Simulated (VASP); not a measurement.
## TaN: single point with LDA

Crystal: TaN.

```
CELL_PARAMETERS angstrom
0.00000 2.17427 2.17427
2.17427 0.00000 2.17427
2.17427 2.17427 0.00000
ATOMIC_POSITIONS crystal
Ta 0.50000 0.50000 0.50000
N 0.00000 0.00000 0.00000
```

```
Program                : VASP 6.6.1
Task                   : single point
Functional             : LDA
Potentials or basis    : VASP PAW LDA potentials, release 64 (Ta_pv, N)
Cutoff                 : 520 eV
k mesh                 : 18 × 18 × 18
Occupations            : gaussian, width 0.15 eV
Spin                   : no spin polarisation
Dipole correction      : no
Further INCAR settings : ALGO = Normal; EDIFF = 1e-06; NBANDS = 15
```

- Pressure: 2.0 GPa
- Band gap on the k mesh: zero (bands 8 and 9 overlap by 4.21 eV)

Levels at points of the mesh, in eV from the Fermi level:
| k point | band 5 | band 6 | band 7 | band 8 | band 9 | band 10 | band 11 | band 12 |
| --- | --- | --- | --- | --- | --- | --- | --- | --- |
| (0.00, 0.00, 0.00) | -3.87 | -3.87 | -3.87 | -2.24 | -2.24 | -2.24 | 0.00 | 0.00 |
| (0.50, 0.00, 0.00) | -10.62 | -7.82 | -7.82 | 1.98 | 1.98 | 2.09 | 4.06 | 7.86 |
| (0.50, 0.50, 0.00) | -6.61 | -5.72 | -4.65 | -4.65 | 2.15 | 3.72 | 3.72 | 4.98 |

It took 47 s on 1 thread of Intel Xeon 8259CL, on a shared host, peak memory 0.18 GiB.

Caveat: spin-orbit coupling is left out, which moves the levels of the heavy elements.
